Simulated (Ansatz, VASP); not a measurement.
# One calculation of Cu, two programs

```xyz
2
Lattice="2.5206 0.0000 0.0000 -1.2603 2.1829 0.0000 0.0000 0.0000 4.1165" Properties=species:S:1:pos:R:3 pbc="T T T"
Cu    0.0000    1.4553    1.0291
Cu    1.2603    0.7276    3.0874
```

Alike in both runs: task relaxation of cell and atoms; functional PBEsol; k mesh 18 × 18 × 10; occupations fermi-dirac, width 0.15 eV; no spin polarisation.

|  | VASP | Ansatz |
| --- | --- | --- |
| version | VASP 6.6.1 | Ansatz 0.2.0 |
| potentials or method | VASP PAW PBE potentials, release 64 (Cu), cutoff 600 eV | scalar-relativistic, plane waves, PAW |
| valence electrons in the cell | 22 | 38 |

|  | VASP | Ansatz | Ansatz less VASP |
| --- | --- | --- | --- |
| gap on the k mesh at the Fermi level, each at its own relaxed structure (eV) | none | none | - |
| relaxed volume (Å³/atom) | 11.39 | 11.33 | -0.058 |
| relaxed length of the cell vector where the two differ most in proportion (Å) | 2.522 | 2.517 | -0.0045 |

VASP's potentials were made for PBE, not for PBEsol. A gap of «none» marks a metal or a gap that the smearing closes. VASP's potentials hold 22 valence electrons a cell and Ansatz's 38, so a difference there can come from the potentials and not from the codes.
